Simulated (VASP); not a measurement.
# Al2Cu (P4/mmm) in VASP: a series of runs, part 2 of 2

VASP 6.6.1.

**3. Single point, r2SCAN**

POSCAR reads:

```
Al2Cu
1.0
    4.1051820000      0.0000000000      0.0000000000
    0.0000000000      4.1051820000      0.0000000000
    0.0000000000      0.0000000000      2.8913130000
Al Cu
2 1
Direct
    0.5000000000      0.0000000000      0.5000000000
    0.0000000000      0.5000000000      0.5000000000
    0.0000000000      0.0000000000      0.0000000000
```

INCAR.step1 reads:

```
SYSTEM = Al2Cu
ALGO = Normal ; EDIFF = 1E-4
ENCUT = 520 ; GGA = PE
ISMEAR = -1 ; LASPH = .True.
LCHARG = .False. ; LREAL = .False.
LWAVE = .True. ; NBANDS = 16
NELM = 60 ; PREC = Accurate
SIGMA = 0.2
```

INCAR.step2 reads:

```
SYSTEM = Al2Cu
ALGO = Normal ; EDIFF = 1E-7
ENCUT = 520 ; ISIF = 2
ISMEAR = -1 ; ISTART = 1
LASPH = .True. ; LCHARG = .False.
LMIXTAU = .True. ; LREAL = .False.
LWAVE = .False. ; METAGGA = R2SCAN
NBANDS = 16 ; NELM = 60
PREC = Accurate ; SIGMA = 0.2
```

KPOINTS reads:

```
k-points
0
Gamma
  10 10 14
  0 0 0
```

Potentials or basis: VASP PAW PBE potentials, release 64 (Al, Cu).

Launch:

```
cat potpaw_PBE.64/Al/POTCAR potpaw_PBE.64/Cu/POTCAR > POTCAR
cp INCAR.step1 INCAR
mpirun -np 1 vasp_std > vasp.out
cp INCAR.step2 INCAR
mpirun -np 1 vasp_std > vasp.out
```

OUTCAR:

```text
SYSTEM = Al2Cu
   EDIFF = 1E-7
   ENCUT = 520
   ISIF = 2
   ISMEAR = -1
   ISTART = 1
   LASPH = .True.
   LREAL = .False.
   METAGGA = R2SCAN
   NELM = 60
   PREC = Accurate

 ion  position               nearest neighbor table
   1  0.500  0.000  0.500-   3 2.51   3 2.51   3 2.51   3 2.51   2 2.90   2 2.90   2 2.90   2 2.90

   2  0.000  0.500  0.500-   3 2.51   3 2.51   3 2.51   3 2.51   1 2.90   1 2.90   1 2.90   1 2.90

   3  0.000  0.000  0.000-   1 2.51   2 2.51   1 2.51   2 2.51   2 2.51   2 2.51   1 2.51   1 2.51

  LATTYP: Found a simple tetragonal cell.
 ALAT       =     4.1051820000
 C/A-ratio  =     0.7043081159

  Lattice vectors:

 A1 = (   4.1051820000,   0.0000000000,   0.0000000000)
 A2 = (   0.0000000000,   4.1051820000,   0.0000000000)
 A3 = (   0.0000000000,   0.0000000000,   2.8913130000)

Analysis of symmetry for initial positions (statically):
=====================================================================
 Subroutine PRICEL returns:
 Original cell was already a primitive cell.

 Routine SETGRP: Setting up the symmetry group for a
 simple tetragonal supercell.

 Subroutine GETGRP returns: Found 16 space group operations
 (whereof 16 operations were pure point group operations)
 out of a pool of 16 trial point group operations.

The static configuration has the point symmetry D_4h.

Analysis of symmetry for dynamics (positions and initial velocities):
=====================================================================
 Subroutine PRICEL returns:
 Original cell was already a primitive cell.

 Routine SETGRP: Setting up the symmetry group for a
 simple tetragonal supercell.

 Subroutine GETGRP returns: Found 16 space group operations
 (whereof 16 operations were pure point group operations)
 out of a pool of 16 trial point group operations.

The dynamic configuration has the point symmetry D_4h.

 Subroutine INISYM returns: Found 16 space group operations
 (whereof 16 operations are pure point group operations),
 and found     1 'primitive' translations

[... 117 lines left out ...]
  volume/ion in A,a.u.               =      16.24       109.61
  Fermi-wavevector in a.u.,A,eV,Ry     =   1.152492  2.177894 18.071765  1.328237
  Thomas-Fermi vector in A             =   2.289142
   LORBIT       =      0    0 simple, 1 ext, 2 COOP (PROOUT), +10 PAW based schemes
   METAGGA = R2SCAN    functional components
   LHFCALC =     F    Hartree Fock is set to
   AEXX    =    0.0000 exact exchange contribution
   IVDW    =     0    specifies the selected vdW correction
   LEPSILON=     F    determine dielectric tensor
   LRPA    =     F    only Hartree local field effects (RPA)
 non-spin polarized calculation
  energy-cutoff  :      520.00
  volume of cell :       48.73
 maximum number of plane-waves:      1339
 NGX is ok and might be reduce to    32
   NGX = 15   NGY = 15   NGZ = 11

 number of electron      16.9999979 magnetization

 Free energy of the ion-electron system (eV)
  ---------------------------------------------------
  ext. energy  EPLUGINS =         0.00000000
  ---------------------------------------------------
  free energy    TOTEN  =       -24.46107834 eV

  energy without entropy =      -24.34883519  energy(sigma->0) =      -24.40495677

 E-fermi :   7.0559     XC(G=0): -11.1159

 val. band max:        7.0550531511   @ k =   0.4000   0.4000   0.4286
 cond. band min:       7.0849786372   @ k =   0.5000   0.0000   0.3571
 fundamental gap:      0.0299254860
 Fermi energy:         7.0559168688

 k-point     1 :       0.0000    0.0000    0.0000
  band No.  band energies     occupation
      1      -4.0041      2.00000
      2       1.5089      2.00000
      3       2.0177      2.00000
      4       2.6739      2.00000
      5       2.9072      2.00000
      6       2.9072      2.00000
[... 433 lines left out ...]
      3       1.9854      2.00000
      4       2.5903      2.00000
      5       2.7489      2.00000
      6       2.8243      2.00000
[... 8 lines left out ...]
     15      17.7885      0.00000
     16      17.8976      0.00000

 [... further k-points ...]

------------------------ aborting loop because EDIFF is reached ----------------------------------------

  FORCE on cell =-STRESS in cart. coord.  units (eV):
  Direction    XX          YY          ZZ          XY          YZ          ZX
  --------------------------------------------------------------------------------------
  -------------------------------------------------------------------------------------
  Total       -0.4828617     -0.4828617     -0.8485216      0.0000000     -0.0000000      0.0000000
  in kB      -15.8771806    -15.8771806    -27.9006009      0.0000000     -0.0000000      0.0000000
  external PRESSURE =     -19.8849874 kB  Pullay stress =       0.0000000 kB

 VOLUME and BASIS-vectors are now :
 -----------------------------------------------------------------------------
  energy-cutoff  :      520.00
  volume of cell :       48.73
      direct lattice vectors                 reciprocal lattice vectors
     4.105182000  0.000000000  0.000000000     0.243594559  0.000000000  0.000000000
     0.000000000  4.105182000  0.000000000     0.000000000  0.243594559  0.000000000
     0.000000000  0.000000000  2.891313000     0.000000000  0.000000000  0.345863627

 POSITION                                       TOTAL-FORCE (eV/Angst)
 -----------------------------------------------------------------------------------
      2.05259      0.00000      1.44566         0.000000      0.000000      0.000000
      0.00000      2.05259      1.44566         0.000000      0.000000      0.000000
      0.00000      0.00000      0.00000         0.000000      0.000000      0.000000
 -----------------------------------------------------------------------------------
    total drift:                                0.000000     -0.000000      0.000000

  FREE ENERGIE OF THE ION-ELECTRON SYSTEM (eV)
  ---------------------------------------------------
  free  energy   TOTEN  =       -24.4610783419 eV

  energy  without entropy=      -24.3488351949  energy(sigma->0) =      -24.40495677
```

OUTCAR.step1:

```text
SYSTEM = Al2Cu
   EDIFF = 1E-4
   ENCUT = 520
   GGA = PE
   ISMEAR = -1
   LASPH = .True.
[... 683 lines left out ...]
      2.05259      0.00000      1.44566         0.000000      0.000000      0.000000
      0.00000      2.05259      1.44566         0.000000      0.000000      0.000000
      0.00000      0.00000      0.00000         0.000000      0.000000      0.000000
 -----------------------------------------------------------------------------------
    total drift:                               -0.000000     -0.000000      0.000000

  FREE ENERGIE OF THE ION-ELECTRON SYSTEM (eV)
  ---------------------------------------------------
  free  energy   TOTEN  =       -11.3547485775 eV

  energy  without entropy=      -11.2302862357  energy(sigma->0) =      -11.29251741
```

OSZICAR.step1:

```text
N       E                     dE             d eps       ncg     rms          rms(c)
DAV:   1     0.624813501365E+02    0.62481E+02   -0.69083E+03  5416   0.111E+03
DAV:   2    -0.107344744951E+02   -0.73216E+02   -0.65144E+02  5656   0.202E+02
DAV:   3    -0.134182096437E+02   -0.26837E+01   -0.26202E+01  7440   0.433E+01
DAV:   4    -0.134775469229E+02   -0.59337E-01   -0.59315E-01  6656   0.550E+00
DAV:   5    -0.134805136761E+02   -0.29668E-02   -0.29667E-02  8496   0.137E+00    0.138E+01
DAV:   6    -0.153002161969E+02   -0.18197E+01   -0.35564E+01  6176   0.202E+02    0.114E+01
DAV:   7    -0.114932287024E+02    0.38070E+01   -0.94754E+00  6712   0.811E+01    0.217E+00
DAV:   8    -0.114255383545E+02    0.67690E-01   -0.13421E+00  7960   0.333E+01    0.227E+00
DAV:   9    -0.113537862911E+02    0.71752E-01   -0.25831E-01  6824   0.161E+01    0.207E-01
DAV:  10    -0.113565696986E+02   -0.27834E-02   -0.16469E-02  8528   0.337E+00    0.313E-01
DAV:  11    -0.113550247836E+02    0.15449E-02   -0.92183E-03  7168   0.334E+00    0.118E-01
DAV:  12    -0.113547620182E+02    0.26277E-03   -0.79936E-04  7984   0.824E-01    0.284E-02
DAV:  13    -0.113547485775E+02    0.13441E-04   -0.24041E-05  3528   0.136E-01
   1 F= -.11354749E+02 E0= -.11292517E+02  d E =-.124462E+00
```

Wall time 3.2 min (1 thread of Intel Xeon 6975P-C (Granite Rapids), shared host); peak memory 0.26 GiB.

Results:

```yaml
Free_energy: -24.4611 eV
Pressure: -2.0 GPa
Band_gap_on_the_k_mesh: zero (an odd number of electrons rules out a gap without spin polarisation)
```

Caveat: the PAW data sets were made with another functional, which shifts forces and pressure a little.

**4. Single point, r2SCAN**

POSCAR is that of step 3.

INCAR.step1 reads:

```
SYSTEM = Al2Cu
PREC = Accurate ; ENCUT = 520
ISMEAR = -1 ; SIGMA = 0.3
LREAL = .FALSE. ; LASPH = .TRUE.
NELM = 60 ; NBANDS = 16
GGA = PE ; ALGO = Normal
EDIFF = 1E-4 ; LWAVE = .TRUE.
LCHARG = .FALSE.
```

INCAR.step2 reads:

```
SYSTEM = Al2Cu
PREC = Accurate ; ENCUT = 520
EDIFF = 1E-6 ; ISMEAR = -1
SIGMA = 0.3 ; LREAL = .FALSE.
LASPH = .TRUE. ; NELM = 60
ALGO = Normal ; ISIF = 2
LWAVE = .FALSE. ; LCHARG = .FALSE.
METAGGA = R2SCAN ; LMIXTAU = .TRUE.
NBANDS = 16 ; ISTART = 1
```

KPOINTS reads:

```
regular mesh
0
G
  10 10 14
  0 0 0
```

Launch:

```
cat potpaw_PBE.64/Al/POTCAR potpaw_PBE.64/Cu/POTCAR > POTCAR
cp INCAR.step1 INCAR
mpirun -np 1 vasp_std > vasp.out
cp INCAR.step2 INCAR
mpirun -np 1 vasp_std > vasp.out
```

It took 2.4 min on 1 thread of Intel Xeon 6975P-C (Granite Rapids), shared host; peak memory 0.26 GiB.

The run converged. Its results:

```
Free energy            : -24.5334 eV
Pressure               : -1.8 GPa
Band gap on the k mesh : zero (an odd number of electrons rules out a gap without spin polarisation)
```

Stress tensor (GPa, compression positive):
```
-1.31  0.00  0.00
 0.00 -1.31  0.00
 0.00  0.00 -2.70
```

Levels at points of the mesh, in eV from the Fermi level:
| k point | band 5 | band 6 | band 7 | band 8 | band 9 | band 10 | band 11 | band 12 | band 13 | band 14 |
| --- | --- | --- | --- | --- | --- | --- | --- | --- | --- | --- |
| (0.00, 0.00, 0.00) | -4.15 | -4.15 | -2.53 | -2.53 | 0.09 | 1.08 | 6.41 | 6.68 | 6.68 | 7.35 |
| (0.50, 0.00, 0.00) | -4.43 | -4.19 | -4.15 | -1.14 | 1.66 | 1.99 | 2.17 | 7.87 | 8.95 | 9.87 |
| (0.50, 0.50, 0.00) | -4.46 | -4.34 | -4.18 | -4.18 | -2.51 | 8.98 | 8.98 | 9.82 | 10.55 | 10.88 |
| (0.00, 0.00, 0.50) | -4.90 | -4.20 | -3.11 | 2.67 | 2.67 | 2.67 | 2.89 | 2.89 | 3.32 | 4.38 |
| (0.50, 0.00, 0.50) | -4.28 | -4.24 | -3.21 | -2.56 | -1.74 | 3.92 | 4.19 | 4.57 | 5.54 | 6.42 |
| (0.50, 0.50, 0.50) | -4.04 | -3.68 | -2.40 | -2.40 | -0.98 | -0.84 | 0.09 | 0.09 | 2.74 | 12.53 |

Caveat: so wide a smearing shifts energies and pressures; the PAW data sets were made with another functional, which shifts forces and pressure a little.

**5. Single point, r2SCAN**

POSCAR is that of step 4.

INCAR.step1 reads:

```
PREC = Accurate
ENCUT = 520
ISMEAR = 1
SIGMA = 0.5
LREAL = False
LASPH = True
NELM = 60
NBANDS = 16
GGA = PE
ALGO = Normal
EDIFF = 1E-4
LWAVE = True
LCHARG = False
```

INCAR.step2 reads:

```
PREC = Accurate
ENCUT = 520
EDIFF = 1E-7
ISMEAR = 1
SIGMA = 0.5
LREAL = False
LASPH = True
NELM = 60
ALGO = Normal
ISIF = 2
LWAVE = False
LCHARG = True
METAGGA = R2SCAN
LMIXTAU = True
LELF = True
LVHAR = True
NBANDS = 16
ISTART = 1
```

KPOINTS reads:

```
regular mesh
0
Gamma
  10 10 14
```

Launch:

```
cat potpaw_PBE.64/Al/POTCAR potpaw_PBE.64/Cu/POTCAR > POTCAR
cp INCAR.step1 INCAR
mpirun -np 1 vasp_std > vasp.out
cp INCAR.step2 INCAR
mpirun -np 1 vasp_std > vasp.out
```

Wall time 3.3 min (1 thread of Intel Xeon 6975P-C (Granite Rapids), shared host); peak memory 0.26 GiB.

Results (log left out):

| Property | Result |
| --- | --- |
| Free energy | -24.4054 eV |
| Pressure | -2.2 GPa |
| Band gap on the k mesh | zero (an odd number of electrons rules out a gap without spin polarisation) |

Stress tensor (GPa, compression positive):
```
-1.90  0.00  0.00
 0.00 -1.90  0.00
 0.00  0.00 -2.92
```

Levels at points of the mesh, in eV from the Fermi level:
```csv
k point,band 7,band 8,band 9,band 10,band 11,band 12
"(0.00, 0.00, 0.00)",-2.53,-2.53,0.09,1.08,6.42,6.68
"(0.50, 0.00, 0.00)",-4.14,-1.14,1.67,1.99,2.18,7.88
"(0.50, 0.50, 0.00)",-4.17,-4.17,-2.50,8.98,8.98,9.83
"(0.00, 0.00, 0.50)",-3.11,2.68,2.68,2.68,2.89,2.89
"(0.50, 0.00, 0.50)",-3.20,-2.56,-1.73,3.92,4.19,4.58
"(0.50, 0.50, 0.50)",-2.40,-2.40,-0.97,-0.84,0.09,0.09
```

Caveat: the PAW data sets were made with another functional, which shifts forces and pressure a little.

**6. Overview**

```csv
smearing,gap on the mesh (eV),pressure (GPa)
fermi-dirac 0.05 eV,none,-2.3
fermi-dirac 0.2 eV,none,-2.0
fermi-dirac 0.3 eV,none,-1.8
methfessel-paxton 0.5 eV,none,-2.2
```

Alike in all rows: task single point; level r2SCAN; potentials or basis VASP PAW PBE potentials, release 64 (Al, Cu); no spin polarisation; cell as given; k mesh 10 × 10 × 14; cutoff (eV) 520.

Caveats: the PAW data sets were made with another functional, which shifts forces and pressure a little; so wide a smearing shifts energies and pressures (at least some runs).

Total energies depend on the potentials used, so only differences within one code and one set of settings carry meaning.

The gap in the log of VASP goes by the Fermi energy; the results here count the filled bands.